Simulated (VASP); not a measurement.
# Sn3Se2: single point with PBE

The system is Sn3Se2.

```
Sn Se
1.0
     4.84690    0.00000    0.00000
    -2.42345    4.19754    0.00000
     0.00000    0.00000    8.33834
Sn Se
3 2
Direct
  0.33333 0.66667 0.31038
  0.66667 0.33333 0.68962
  0.00000 0.00000 0.50000
  0.00000 0.00000 0.84455
  0.00000 0.00000 0.15545
```

* Program: VASP 6.6.1
* Task: single point
* Functional: PBE
* Potentials or basis: VASP PAW PBE potentials, release 64 (Sn_d, Se)
* Cutoff: 500 eV
* k mesh: 4 × 4 × 2
* Occupations: gaussian, width 0.2 eV
* Spin: no spin polarisation

```yaml
Pressure: -0.2 GPa
Largest_force: 0.030 eV/Å
Band_gap_on_the_k_mesh: zero (band 27 reaches 4.72 eV, above the bottom of band 28 at 3.45 eV)
```

Forces in eV/Å, atoms in the order of the input:
```
Sn   0.000  0.000  0.010
Sn   0.000  0.000 -0.010
Sn   0.000  0.000  0.000
Se   0.000  0.000  0.030
Se   0.000  0.000 -0.030
```

Stress tensor (GPa, compression positive):
```
-0.08  0.00  0.00
 0.00 -0.08  0.00
 0.00  0.00 -0.48
```

Levels at points of the mesh, in eV from the Fermi level:
```csv
k point,band 24,band 25,band 26,band 27,band 28,band 29
"(0.00, 0.00, 0.00)",-2.06,-2.06,-1.34,0.03,0.03,0.93
"(0.50, 0.00, 0.00)",-2.71,-2.54,-1.79,-0.79,-0.67,1.15
"(0.00, 0.00, 0.50)",-2.44,-2.44,0.28,0.60,0.62,0.62
"(0.50, 0.00, 0.50)",-2.74,-2.34,-1.05,0.02,1.01,1.25
```

Wall time 27 s on 1 thread of Intel(R) Xeon(R) 6975P-C (Granite Rapids) (shared host), peak memory 0.27 GiB.

Caveat: the k points lie up to 0.38 Å⁻¹ apart; spin-orbit coupling is left out, which moves the levels of the heavy elements.
